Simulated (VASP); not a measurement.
A run of VASP 6.6.1:

Contents of INCAR:

```
SYSTEM = SrVO3
PREC = Accurate
ENCUT = 520
EDIFF = 1E-6
ISMEAR = -1
SIGMA = 0.05
LREAL = .FALSE.
LASPH = .TRUE.
NELM = 150
ALGO = Normal
ISIF = 2
LWAVE = .FALSE.
LCHARG = .FALSE.
ISPIN = 2
MAGMOM = 0 2 0 0 0
LORBIT = 11
LMAXMIX = 4
GGA = B5
ALDAX = 1.0
AGGAX = 1.0
AGGAC = 1.0
ALDAC = 0.0
NBANDS = 32
```

KPOINTS

```
regular mesh
0
G
  7 7 7
  0 0 0
```

File POSCAR:

```
SrVO3
1.0
    3.8981116573      0.0000000000      0.0000000000
    0.0000000000      3.8981116573      0.0000000000
    0.0000000000      0.0000000000      3.8981116573
Sr V O
1 1 3
Direct
    0.5000000000      0.5000000000      0.5000000000
    0.0000000000      0.0000000000      0.0000000000
    0.0000000000      0.0000000000      0.5000000000
    0.0000000000      0.5000000000      0.0000000000
    0.5000000000      0.0000000000      0.0000000000
```

Potentials or basis: VASP PAW PBE potentials, release 64 (Sr_sv, V_sv, O).

Launch:

```console
$ cat potpaw_PBE.64/Sr_sv/POTCAR potpaw_PBE.64/V_sv/POTCAR potpaw_PBE.64/O/POTCAR > POTCAR
$ mpirun -np 1 vasp_std > vasp.out
```

Hardware: 1 thread of Intel Xeon 8259CL (shared host).

**Question.** Estimate the wall time of this run.

**Answer.** It took 3.2 min on 1 thread of Intel Xeon 8259CL (shared host), peak memory 0.23 GiB. Counts: scf iterations 18, k points 20.
